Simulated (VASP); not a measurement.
A run of VASP 6.6.1 is set up as follows.

POSCAR

```
RbBr
1.0
    0.0000000000      2.5463659964      2.5463659964
    2.5463659964      0.0000000000      2.5463659964
    2.5463659964      2.5463659964      0.0000000000
Rb Br
1 1
Direct
    0.0000000000      0.0000000000      0.0000000000
    0.5000000000      0.5000000000      0.5000000000
```

Contents of INCAR.step1:

```
SYSTEM = RbBr
ALGO = Normal
EDIFF = 1E-4
ENCUT = 520
GGA = PE
ISMEAR = -1
LASPH = .True.
LCHARG = .False.
LREAL = .False.
LWAVE = .True.
NBANDS = 15
NELM = 60
PREC = Accurate
SIGMA = 0.03
```

File INCAR.step2:

```
SYSTEM = RbBr
ALGO = Normal
EDIFF = 1E-8
ENCUT = 520
ISIF = 2
ISMEAR = -1
ISTART = 1
LASPH = .True.
LCHARG = .False.
LEFG = .True.
LMIXTAU = .True.
LREAL = .False.
LWAVE = .False.
METAGGA = R2SCAN
NBANDS = 15
NELM = 60
PREC = Accurate
SIGMA = 0.03
```

The input KPOINTS:

```
k-points
0
Gamma
  7 7 7
  0 0 0
```

Potentials or basis: VASP PAW PBE potentials, release 64 (Rb_sv, Br).

Run with:

```sh
$ cat potpaw_PBE.64/Rb_sv/POTCAR potpaw_PBE.64/Br/POTCAR > POTCAR
$ cp INCAR.step1 INCAR
$ mpirun -np 1 vasp_std > vasp.out
$ cp INCAR.step2 INCAR
$ mpirun -np 1 vasp_std > vasp.out
```

Question: What does it give for the band gap on the k mesh?

Answer: 1.31 eV (least direct gap 1.72 eV).

Question: What does it give for the pressure?

Answer: 126.5 GPa.

Caveat: the cell stands under pressure; the PAW data sets were made with another functional, which shifts forces and pressure a little; an odd mesh through Γ misses points on the zone boundary, where band edges can lie.
